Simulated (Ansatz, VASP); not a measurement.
One calculation of Mg2NCl, two programs

```xyz
4
Lattice="1.7271 0.9971 6.0030 -1.7271 0.9971 6.0030 0.0000 -1.9943 6.0030" Properties=species:S:1:pos:R:3 pbc="T T T"
Mg    0.0000    0.0000    4.0127
Mg    0.0000    0.0000   13.9963
N     0.0000    0.0000    9.0045
Cl    0.0000    0.0000    0.0000
```

Change from the starting cell: strain +0.040 along x and y, +0.000 along z, atoms carried along.

Alike in both runs: task single point; functional PBEsol; k mesh 9 × 9 × 9; occupations gaussian, width 0.05 eV; no spin polarisation.

|  | VASP | Ansatz |
| --- | --- | --- |
| version | VASP 6.6.1 | Ansatz 0.2.0 |
| potentials or method | VASP PAW PBE potentials, release 64 (Mg, N, Cl), cutoff 520 eV | scalar-relativistic, plane waves, PAW |
| valence electrons in the cell | 16 | 32 |

VASP gave:

- gap on the k mesh at the Fermi level (eV): 1.82
- least direct gap on the mesh (eV): 1.82
- pressure (GPa): -8.6
- traceless stress, the component that is largest in VASP (GPa): 4.37
- rms of the force components (eV/Å): 0.084

Problem. Estimate Ansatz's values.

Solution. gap on the k mesh at the Fermi level (eV): 1.84; least direct gap on the mesh (eV): 1.84; pressure (GPa): -8.3; traceless stress, the component that is largest in VASP (GPa): 4.41; rms of the force components (eV/Å): 0.068.

VASP's potentials were made for PBE, not for PBEsol. Atom by atom the forces differ by 0.017 eV/Å (rms over components). VASP's potentials hold 16 valence electrons a cell and Ansatz's 32, so a difference there can come from the potentials and not from the codes.
